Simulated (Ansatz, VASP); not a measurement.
# One calculation of Si2W, two programs

```xyz
3
Lattice="-1.6144 1.6144 3.9339 1.6144 -1.6144 3.9339 1.6144 1.6144 -3.9339" Properties=species:S:1:pos:R:3 pbc="T T T"
Si    0.0000    0.0000    2.6319
Si    0.0000    0.0000    5.2358
W     0.0000    0.0000    0.0000
```

Alike in both runs: task electric field gradients; functional PBE; k mesh 16 × 16 × 16; occupations fermi-dirac, width 0.05 eV; no spin polarisation.

|  | VASP | Ansatz |
| --- | --- | --- |
| version | VASP 6.6.1 | Ansatz 0.2.0 |
| potentials or method | VASP PAW PBE potentials, release 64 (Si, W_sv), cutoff 520 eV | all-electron PAW with datasets made for the crystal, scalar-relativistic |

Ansatz gave:

| Quantity | Value |
| --- | --- |
| pressure (GPa) | 0.0 |
| size of Vzz on the site where it differs most (V/Å²) | 161.0 |

Q: What did VASP give for the same quantities?

A: Pressure (GPa): 0.1; size of Vzz on the site where it differs most (V/Å²): 136.6.

Ansatz ran all-electron here, and VASP with PAW potentials.

Neither program's run includes spin-orbit coupling.
